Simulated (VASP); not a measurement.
Wanted: the native input for a VASP 6.6.1 run.

```
Task                   : relaxation of cell and atoms
Functional             : PBE
Potentials or basis    : VASP PAW PBE potentials, release 64 (Si, N)
Cutoff                 : 600 eV
k mesh                 : 6 × 6 × 8
Occupations            : gaussian, width 0.02 eV
Spin                   : no spin polarisation
Dipole correction      : no
Further INCAR settings : ALGO = Normal; EDIFF = 1e-07; IBRION = 2; EDIFFG = -0.01; NSW = 100; ISIF = 3
```

The structure of Si3N4 lies in POSCAR:

```
Si3N4
1.0
    7.6608613274      0.0000000000      0.0000000000
   -3.8304306637      6.6345005244      0.0000000000
    0.0000000000      0.0000000000      2.9261903646
Si N
6 8
Direct
    0.2309086322      0.8248389056      0.7500000000
    0.4060697266      0.2309086322      0.2500000000
    0.8248389056      0.5939302734      0.2500000000
    0.1751610944      0.4060697266      0.7500000000
    0.5939302734      0.7690913678      0.7500000000
    0.7690913678      0.1751610944      0.2500000000
    0.3333333333      0.6666666667      0.7500000000
    0.6666666667      0.3333333333      0.2500000000
    0.9690177898      0.6700313315      0.7500000000
    0.2989864582      0.9690177898      0.2500000000
    0.6700313315      0.7010135418      0.2500000000
    0.3299686685      0.2989864582      0.7500000000
    0.0309822102      0.3299686685      0.2500000000
    0.7010135418      0.0309822102      0.7500000000
```

These files were run (other wordings do the same):

INCAR

```
SYSTEM = Si3N4
ALGO = Normal
EDIFF = 1E-7
EDIFFG = -0.01
ENCUT = 600
GGA = PE
IBRION = 2
ISIF = 3
ISMEAR = 0
LASPH = .True.
LCHARG = .False.
LREAL = .False.
LWAVE = .False.
NELM = 100
NSW = 100
PREC = Accurate
SIGMA = 0.02
```

KPOINTS

```
k-points
0
Gamma
  6 6 8
  0 0 0
```

Potentials or basis: VASP PAW PBE potentials, release 64 (Si, N).

The run is started by

```bash
$ cat potpaw_PBE.64/Si/POTCAR potpaw_PBE.64/N/POTCAR > POTCAR
$ mpirun -np 1 vasp_std > vasp.out
```

Results of the run:

```
Relaxed volume                        : 10.62 Å³/atom
Relaxed cell                          : a = 7.660 Å, b = 7.660 Å, c = 2.925 Å, α = 90.00°, β = 90.00°, γ = 120.00°
Space group after relaxing (to 0.1 Å) : P6_3/m (No. 176)
Energy gained by relaxing             : 0.0 meV/atom
Ionic steps                           : 3
Pressure after relaxing               : 0.0 GPa
Largest force after relaxing          : 0.009 eV/Å
Band gap on the k mesh                : 4.27 eV (least direct gap 4.45 eV)
```

Run time: 4.4 min on 1 thread of Intel(R) Xeon(R) 6975P-C (Granite Rapids), with other jobs on the host, peak memory 0.44 GiB.
